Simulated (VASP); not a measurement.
Crystal: Ho2O.

```
Ho O
1.0
     4.15195    0.00000    0.00000
    -2.07598    3.59570    0.00000
     0.00000    0.00000    8.04143
Ho O
4 2
Direct
  0.66667 0.33333 0.25000
  0.33333 0.66667 0.75000
  0.00000 0.00000 0.00000
  0.00000 0.00000 0.50000
  0.00000 0.00000 0.25000
  0.00000 0.00000 0.75000
```

The cell was generated, and may not be a known phase.

```yaml
Program: VASP 6.6.1
Task: relaxation of cell and atoms
Functional: PBE
Potentials_or_basis: VASP PAW PBE potentials, release 64 (Ho_3, O), 4f in core
Cutoff: 600 eV
k_mesh: 5 × 5 × 2
Occupations: gaussian, width 0.2 eV
Spin: no spin polarisation
```

At the start: pressure 19.6 GPa; volume 20.01 Å³/atom.

Where does the relaxation end?

Over 10 steps the energy falls by 519.8 meV/atom and the volume is 22.05 Å³/atom (+10.2 %); space group P6_3/mmc (No. 194, to 0.1 Å) before and after.

Step by step:
```tsv
step	energy change (eV)	largest force (eV/Å)	pressure (GPa)	volume (Å³)
1	0.0000	0.0000	19.58	120.05
2	-1.3038	0.0000	-12.02	164.27
3	-2.1504	0.0000	-4.19	141.19
4	-2.5699	0.0000	-0.68	132.19
5	-2.7541	0.0000	5.73	122.40
6	-2.8986	0.0000	6.22	122.27
7	-2.9031	0.0000	7.52	121.98
8	-3.0983	0.0000	2.29	128.98
9	-3.1189	0.0000	0.05	132.61
10	-3.1190	0.0000	0.22	132.32
```

Final structure:
```
Ho O
1.0
     3.77590    0.00000    0.00000
    -1.88795    3.27002    0.00000
     0.00000    0.00000   10.71657
Ho O
4 2
Direct
  0.66667 0.33333 0.25000
  0.33333 0.66667 0.75000
  0.00000 0.00000 0.00000
  0.00000 0.00000 0.50000
  0.00000 0.00000 0.25000
  0.00000 0.00000 0.75000
```

Caveat: the k points lie up to 0.38 Å⁻¹ apart in the final cell, too coarse for converged energies and pressures of a metal; a cell axis changed by over 15 % at a fixed basis, so the end point is rough; the run has no spin polarisation, though such a crystal can be magnetic.
